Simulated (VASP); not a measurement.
Runs of VASP 6.6.1 on Fe. The structure is that of space group I4/mmm (No. 139), or close to it. The cells are those of the table. 

```tsv
level	potentials or basis	fixed moment (μB)	cell	k mesh	cutoff (eV)	grid for exact exchange (PRECFOCK)	share of exact exchange	gap on the mesh (eV)	pressure (GPa)	moment (μB)
r2SCAN	VASP PAW PBE potentials, release 64 (Fe)	-	a = 2.744, b = 2.455, c = 2.436 Å, angles 68.3, 56.2, 55.6°, 1 atom	13 × 13 × 13	520	-	-	none	10.5	2.62
PBE0	VASP PAW PBE potentials, release 64 (Fe)	-	a = 2.763, b = 2.471, c = 2.453 Å, angles 68.3, 56.2, 55.6°, 1 atom	7 × 7 × 7	520	Normal	0.25	none	(a)	2.86
PBE	VASP PAW PBE potentials, release 64 (Fe_sv)	1.5	a = 2.763, b = 2.471, c = 2.453 Å, angles 68.3, 56.2, 55.6°, 1 atom	11 × 11 × 11	690	-	-	-	-12.1	1.50
r2SCAN	VASP PAW PBE potentials, release 64 (Fe)	-	a = 2.799, b = 2.504, c = 2.485 Å, angles 68.3, 56.2, 55.6°, 1 atom	13 × 13 × 13	520	-	-	none	-1.7	2.67
PBE	VASP PAW PBE potentials, release 64 (Fe_sv)	2.2	a = 2.763, b = 2.471, c = 2.453 Å, angles 68.3, 56.2, 55.6°, 1 atom	11 × 11 × 11	690	-	-	-	(b)	2.20
```

Alike in all rows: task single point; spin collinear, ferromagnetic start; smearing fermi-dirac 0.05 eV.

Q: Estimate the missing entries.

A: (a) 15.8; (b) -2.2.

Caveats: some runs use coarse meshes; the PAW data sets were made with another functional, which shifts forces and pressure a little (at least some runs); the total moment is fixed, so each spin has its own Fermi level and the state may be an excited one (at least some runs); the stress differs along the axes, from 6 to 13 GPa (at least some runs); the stress differs along the axes, from -16 to -9 GPa (at least some runs); the stress differs along the axes, from -5 to 1 GPa (at least some runs); the stress differs along the axes, from -8 to 2 GPa (at least some runs).

A gap of «none» marks levels without a gap at the run's occupations.

The runs don't all hold the same shells in valence.
